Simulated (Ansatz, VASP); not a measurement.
## Si: VASP beside Ansatz

```
Si
1.0
    -1.40025    1.40025    1.40025
     1.40025   -1.40025    1.40025
     1.40025    1.40025   -1.40025
Si
1
Direct
  0.00000 0.00000 0.00000
```

Change from the starting cell: volume scaled by 0.75, LAPW.

Alike in both runs: task single point; functional PBE; k mesh 17 × 17 × 17; occupations fermi-dirac, width 0.05 eV; no spin polarisation.

|  | VASP | Ansatz |
| --- | --- | --- |
| version | VASP 6.6.1 | Ansatz 0.2.0 |
| potentials or method | VASP PAW PBE potentials, release 64 (Si), cutoff 520 eV | all-electron LAPW, scalar-relativistic |

Ansatz gave:

| Property | Result |
| --- | --- |
| pressure (GPa) | 49.4 |

Question: What did VASP give for the same quantities?

Answer: Pressure (GPa): 49.2.

Both programs put the cell under a high pressure, so it lies far from rest at this level. Ansatz ran all-electron here, and VASP with PAW potentials.
